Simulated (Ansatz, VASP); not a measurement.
BaTiO3 in VASP and in Ansatz

```xyz
5
Lattice="4.0760 0.0000 0.0000 0.0000 4.0760 0.0000 0.0000 0.0000 4.0760" Properties=species:S:1:pos:R:3 pbc="T T T"
Ba    2.0380    2.0380    2.0380
Ti    0.0000    0.0000    0.0000
O     2.0380    0.0000    0.0000
O     0.0000    2.0380    0.0000
O     0.0000    0.0000    2.0380
```

Alike in both runs: task single point; functional PBEsol; k mesh 4 × 4 × 4; no spin polarisation.

```csv
,VASP,Ansatz
version,VASP 6.6.1,Ansatz 0.2.0
potentials or method,"VASP PAW PBE potentials, release 64 (Ba_sv, Ti_sv, O), cutoff 600 eV","plane waves, PAW"
occupations,"gaussian, width 0.01 eV",fixed
valence electrons in the cell,40,40
```

```csv
,VASP,Ansatz,Ansatz less VASP
pressure (GPa),-10.5,-11.9,-1.33
```

VASP's potentials were made for PBE, not for PBEsol.

Spin-orbit coupling is off throughout.
